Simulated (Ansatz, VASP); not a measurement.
**Two plane-wave programs on Ag2O**

File POSCAR:

```
Ag2O
1.0
    4.7561179341      0.0000000000      0.0000000000
    0.0000000000      4.7561179341      0.0000000000
    0.0000000000      0.0000000000      4.7561179341
Ag O
4 2
Direct
    0.2500000000      0.2500000000      0.2500000000
    0.2500000000      0.7500000000      0.7500000000
    0.7500000000      0.7500000000      0.2500000000
    0.7500000000      0.2500000000      0.7500000000
    0.0000000000      0.0000000000      0.0000000000
    0.5000000000      0.5000000000      0.5000000000
```

The input INCAR.step1:

```
PREC     = Accurate       # precision mode
ENCUT    = 520            # plane-wave cutoff, eV
EDIFF    = 1E-5           # SCF threshold, eV
ISMEAR   = 0              # smearing method
SIGMA    = 0.01           # smearing width, eV
LREAL    = F              # projectors in reciprocal space
LASPH    = T              # aspherical terms in the spheres
NELM     = 120            # most SCF steps
ALGO     = Normal         # electronic algorithm
ISIF     = 2              # what is computed and relaxed
LWAVE    = T              # write WAVECAR
GGA      = PE             # functional
NBANDS   = 37             # bands
GGA_COMPAT= F            
KPAR     = 4
```

Contents of INCAR.step2:

```
PREC     = Accurate       # precision mode
ENCUT    = 520            # plane-wave cutoff, eV
EDIFF    = 1E-6           # SCF threshold, eV
ISMEAR   = 0              # smearing method
SIGMA    = 0.01           # smearing width, eV
LREAL    = F              # projectors in reciprocal space
LASPH    = T              # aspherical terms in the spheres
NELM     = 120            # most SCF steps
ALGO     = Normal         # electronic algorithm
ISIF     = 2              # what is computed and relaxed
LWAVE    = F              # write WAVECAR
LCHARG   = T              # write CHGCAR
GGA      = PE             # functional
LHFCALC  = T              # exact exchange
AEXX     = 0.25           # exact-exchange fraction
PRECFOCK = Normal       
LVHAR    = T            
ISTART   = 1            
NBANDS   = 37             # bands
GGA_COMPAT= F            
KPAR     = 4
```

Contents of KPOINTS:

```
Automatic mesh
0
Gamma
  4 4 4
```

Input for Ansatz:

```yaml
crystal:
  lattice:
    - [4.7561179341, 0.0, 0.0]
    - [0.0, 4.7561179341, 0.0]
    - [0.0, 0.0, 4.7561179341]
  atoms:
    - { symbol: Ag, position: [0.25, 0.25, 0.25] }
    - { symbol: Ag, position: [0.25, 0.75, 0.75] }
    - { symbol: Ag, position: [0.75, 0.75, 0.25] }
    - { symbol: Ag, position: [0.75, 0.25, 0.75] }
    - { symbol: O, position: [0.0, 0.0, 0.0] }
    - { symbol: O, position: [0.5, 0.5, 0.5] }
kpoints:
  mp_grid: { grid: [4, 4, 4] }
  band_path:
    path: [[0.0, 0.0, 0.0], [0.0, 0.5, 0.0], [0.5, 0.5, 0.0], [0.5, 0.5, 0.5]]
    npoints: 1
hamiltonian:
  xc: pbe0
scf:
  occupations: { method: fixed }
  n_extra_bands: 5
output:
  forces: true
  stress: true
  eigenvalues: true
  write_density: true
  write_potential: true
  elf: true
  volumetric_format: npy
```

Alike in both runs: task single point; functional PBE0; k mesh 4 × 4 × 4; no spin polarisation.

```csv
,VASP,Ansatz
version,VASP 6.6.1,Ansatz 0.2.0
potentials or method,"VASP PAW PBE potentials, release 64 (Ag, O)","plane waves, PAW"
plane-wave cutoff (eV),520,420
occupations,"gaussian, width 0.01 eV",fixed
valence electrons in the cell,56,88
```

Ansatz gave:

- gap on the k mesh at the Fermi level (eV): 1.86
- pressure (GPa): 1.6

**Question.** Estimate VASP's values.

**Answer.** gap on the k mesh at the Fermi level (eV): 1.89; pressure (GPa): 1.5.

VASP's potentials hold 56 valence electrons a cell and Ansatz's 88, so a difference there can come from the potentials and not from the codes. Ansatz's warnings: little group invariance lost, stress exchange threshold loose, stress scf threshold loose.
